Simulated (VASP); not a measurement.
# Os (Fm-3m) in VASP: a series of runs

Os is run at these levels: revPBE; tasks: single point.

All numbers are computed with VASP 6.6.1; they aren't measurements. Logs are shortened: lines on timing, memory, paths and dates and some standing lists are left out, and cuts for length are marked.

## (1) The cell of the first run

The structure is cubic, space group Fm-3m (No. 225). Conventional cell: a = 3.706 Å, b = 3.706 Å, c = 3.706 Å, α = 90.00°, β = 90.00°, γ = 90.00°. Os (site symmetry m-3m) has 12 Os at 2.62 Å within 3.5 Å.

## (2) Single point, revPBE (volume scaled by 0.88)

Contents of INCAR:

```
SYSTEM = Os
PREC = Accurate
ENCUT = 520
EDIFF = 1E-7
ISMEAR = -1
SIGMA = 0.1
LREAL = .False.
LASPH = .True.
NELM = 100
ALGO = Normal
ISIF = 2
LWAVE = .False.
LCHARG = .False.
GGA = RE
NBANDS = 10
```

Contents of KPOINTS:

```
Automatic mesh
0
Gamma
  16 16 16
  0 0 0
```

Contents of POSCAR:

```
Os
1.0
    0.0000000000      1.8528369116      1.8528369116
    1.8528369116      0.0000000000      1.8528369116
    1.8528369116      1.8528369116      0.0000000000
Os
1
Direct
    0.0000000000      0.0000000000      0.0000000000
```

Potentials or basis: VASP PAW PBE potentials, release 64 (Os).

The run is started by

```sh
$ cat potpaw_PBE.64/Os/POTCAR > POTCAR
$ mpirun -np 1 vasp_std > vasp.out
```

OUTCAR:

```text
SYSTEM = Os
   PREC = Accurate
   ENCUT = 520
   EDIFF = 1E-7
   ISMEAR = -1
   LREAL = .False.
   LASPH = .True.
   NELM = 100
   ISIF = 2
   GGA = RE

 ion  position               nearest neighbor table
   1  0.000  0.000  0.000-

  LATTYP: Found a face centered cubic cell.
 ALAT       =     3.7056738232

  Lattice vectors:

 A1 = (   0.0000000000,   1.8528369116,   1.8528369116)
 A2 = (   1.8528369116,   0.0000000000,   1.8528369116)
 A3 = (   1.8528369116,   1.8528369116,   0.0000000000)

Analysis of symmetry for initial positions (statically):
=====================================================================
 Subroutine PRICEL returns:
 Original cell was already a primitive cell.

 Routine SETGRP: Setting up the symmetry group for a
 face centered cubic supercell.

 Subroutine GETGRP returns: Found 48 space group operations
 (whereof 48 operations were pure point group operations)
 out of a pool of 48 trial point group operations.

The static configuration has the point symmetry O_h .

Analysis of symmetry for dynamics (positions and initial velocities):
=====================================================================
 Subroutine PRICEL returns:
 Original cell was already a primitive cell.

 Routine SETGRP: Setting up the symmetry group for a
 face centered cubic supercell.

 Subroutine GETGRP returns: Found 48 space group operations
 (whereof 48 operations were pure point group operations)
 out of a pool of 48 trial point group operations.

The dynamic configuration has the point symmetry O_h .

 Subroutine INISYM returns: Found 48 space group operations
 (whereof 48 operations are pure point group operations),
 and found     1 'primitive' translations

----------------------------------------------------------------------------------------

                                     Primitive cell

  volume of cell :      12.7216

  direct lattice vectors                    reciprocal lattice vectors
     0.000000000  1.852836912  1.852836912    -0.269856455  0.269856455  0.269856455
     1.852836912  0.000000000  1.852836912     0.269856455 -0.269856455  0.269856455
     1.852836912  1.852836912  0.000000000     0.269856455  0.269856455 -0.269856455

  length of vectors
     2.620307089  2.620307089  2.620307089     0.467405090  0.467405090  0.467405090

  position of ions in fractional coordinates (direct lattice)
[... 79 lines left out ...]
   EDIFFG = 0.1E-05   stopping-criterion for IOM
   NSW    =      0    number of steps for IOM
   IBRION =     -1    ionic relax: 0-MD 1-quasi-New 2-CG
   NFREE  =      0    steps in history (QN), initial steepest desc. (CG)
   ISIF   =      2    stress and relaxation
   ISYM   =      2    0-nonsym 1-usesym 2-fastsym
   POTIM  = 0.5000    time-step for ionic-motion
   TEBEG  =    0.0;   TEEND  =   0.0 temperature during run
   PSTRESS=    0.0 pullay stress
   NELECT =       8.0000    total number of electrons
   NUPDOWN=      -1.0000    fix difference up-down
   EMIN   =  10.00;   EMAX   =-10.00  energy-range for DOS
   EFERMI =   0.00;   METHOD = LEGACY
   ISMEAR =    -1;   SIGMA  =   0.10  broadening in eV -4-tet -1-fermi 0-gaus
   EFERMI_NEDOS =   21; number of points for ismear=-14 and -15
   IALGO  =     38    algorithm
   IMIX   =      4    mixing-type and parameters
     AMIX     =   0.40;   BMIX     =  1.00
     AMIX_MAG =   1.60;   BMIX_MAG =  1.00
  volume/ion in A,a.u.               =      12.72        85.85
  Fermi-wavevector in a.u.,A,eV,Ry     =   1.402569  2.650471 26.765386  1.967200
  Thomas-Fermi vector in A             =   2.525318
   LORBIT       =      0    0 simple, 1 ext, 2 COOP (PROOUT), +10 PAW based schemes
   GGA     = RE    functional components
   LHFCALC =     F    Hartree Fock is set to
   AEXX    =    0.0000 exact exchange contribution
   IVDW    =     0    specifies the selected vdW correction
   LEPSILON=     F    determine dielectric tensor
   LRPA    =     F    only Hartree local field effects (RPA)
 non-spin polarized calculation
  energy-cutoff  :      520.00
  volume of cell :       12.72
 maximum number of plane-waves:       360
   NGX =  9   NGY =  9   NGZ =  9

 number of electron       8.0000000 magnetization

 Free energy of the ion-electron system (eV)
  ---------------------------------------------------
  ext. energy  EPLUGINS =         0.00000000
  ---------------------------------------------------
  free energy    TOTEN  =       -10.29095549 eV

  energy without entropy =      -10.26863802  energy(sigma->0) =      -10.27979676

 E-fermi :  10.9668     XC(G=0): -14.5940

 val. band max:       10.9637261614   @ k =   0.4375   0.3750   0.0000
 cond. band min:      10.9798165861   @ k =  -0.3750   0.3750   0.0625
 fundamental gap:      0.0160904247
 Fermi energy:        10.9667863328

 k-point     1 :       0.0000    0.0000    0.0000
  band No.  band energies     occupation
      1      -0.7890      2.00000
      2       7.4455      2.00000
      3       7.4455      2.00000
      4       7.4455      2.00000
      5      10.9837      0.91549
      6      10.9837      0.91549
      7      25.0126      0.00000
      8      31.4421      0.00000
      9      31.4421      0.00000
     10      31.4421      0.00000
[... 287 lines left out ...]
 k-point    24 :      -0.0625    0.0625    0.0000
  band No.  band energies     occupation
      1      -0.2526      2.00000
      2       7.0828      2.00000
      3       7.6725      2.00000
      4       7.7421      2.00000
      5      10.6048      1.94783
      6      11.0018      0.82694
      7      26.0287      0.00000
      8      29.6230      0.00000
      9      31.8076      0.00000
     10      32.7193      0.00000

 [... further k-points ...]

------------------------ aborting loop because EDIFF is reached ----------------------------------------

  FORCE on cell =-STRESS in cart. coord.  units (eV):
  Direction    XX          YY          ZZ          XY          YZ          ZX
  --------------------------------------------------------------------------------------
  -------------------------------------------------------------------------------------
  Total        5.2901983      5.2901983      5.2901983     -0.0000000      0.0000000     -0.0000000
  in kB      666.2557324    666.2557324    666.2557324     -0.0000000      0.0000000     -0.0000000
  external PRESSURE =     666.2557324 kB  Pullay stress =       0.0000000 kB

 VOLUME and BASIS-vectors are now :
 -----------------------------------------------------------------------------
  energy-cutoff  :      520.00
  volume of cell :       12.72
      direct lattice vectors                 reciprocal lattice vectors
     0.000000000  1.852836912  1.852836912    -0.269856455  0.269856455  0.269856455
     1.852836912  0.000000000  1.852836912     0.269856455 -0.269856455  0.269856455
     1.852836912  1.852836912  0.000000000     0.269856455  0.269856455 -0.269856455

 POSITION                                       TOTAL-FORCE (eV/Angst)
 -----------------------------------------------------------------------------------
      0.00000      0.00000      0.00000        -0.000000     -0.000000      0.000000
 -----------------------------------------------------------------------------------
    total drift:                                0.000000      0.000000     -0.000000

  FREE ENERGIE OF THE ION-ELECTRON SYSTEM (eV)
  ---------------------------------------------------
  free  energy   TOTEN  =       -10.2909554947 eV

  energy  without entropy=      -10.2686380239  energy(sigma->0) =      -10.27979676
```

Run time: 11 s. Hardware: 1 thread of Intel Xeon Platinum 8488C (Sapphire Rapids), shared host; peak memory 0.14 GiB.

Results:

```yaml
Free_energy: -10.2910 eV
Pressure: 66.6 GPa
Band_gap_on_the_k_mesh: zero (band 4 reaches 13.76 eV, above the bottom of band 5 at 8.95 eV)
```

Caveat: the PAW data sets were made with another functional, which shifts forces and pressure a little; spin-orbit coupling is left out, which moves the levels of the heavy elements.

## (3) Single point, revPBE (volume scaled by 0.92)

Contents of INCAR:

```
SYSTEM = Os
  ALGO = Normal
  EDIFF = 1E-6
  ENCUT = 520
  GGA = RE
  ISIF = 2
  ISMEAR = -1
  LASPH = .TRUE.
  LCHARG = .FALSE.
  LREAL = .FALSE.
  LWAVE = .FALSE.
  NBANDS = 10
  NELM = 80
  PREC = Accurate
  SIGMA = 0.1
```

Contents of KPOINTS:

```
k-points
0
G
  16 16 16
  0 0 0
```

Contents of POSCAR:

```
Os
1.0
    0.0000000000      1.8804952715      1.8804952715
    1.8804952715      0.0000000000      1.8804952715
    1.8804952715      1.8804952715      0.0000000000
Os
1
Direct
    0.0000000000      0.0000000000      0.0000000000
```

Potentials or basis: VASP PAW PBE potentials, release 64 (Os).

The run is started by

```sh
$ cat potpaw_PBE.64/Os/POTCAR > POTCAR
$ mpirun -np 1 vasp_std > vasp.out
```

It took 10 s on 1 thread of Intel Xeon Platinum 8488C (Sapphire Rapids), shared host; peak memory 0.14 GiB.

Results (log left out):

```
Free energy            : -10.4796 eV
Pressure               : 38.8 GPa
Band gap on the k mesh : zero (band 4 reaches 12.83 eV, above the bottom of band 5 at 8.37 eV)
```

Levels at points of the mesh, in eV from the Fermi level:
| k point | band 1 | band 2 | band 3 | band 4 | band 5 | band 6 | band 7 | band 8 | band 9 |
| --- | --- | --- | --- | --- | --- | --- | --- | --- | --- |
| (0.00, 0.00, 0.00) | -11.33 | -3.29 | -3.29 | -3.29 | 0.01 | 0.01 | 14.11 | 20.26 | 20.26 |
| (0.50, 0.00, 0.00) | -8.24 | -3.47 | -3.47 | -0.28 | 2.63 | 2.63 | 9.69 | 13.67 | 20.87 |
| (0.50, 0.50, 0.00) | -8.22 | -7.47 | 2.44 | 2.59 | 3.39 | 3.39 | 12.58 | 12.58 | 13.19 |

Caveat: the PAW data sets were made with another functional, which shifts forces and pressure a little; spin-orbit coupling is left out, which moves the levels of the heavy elements.
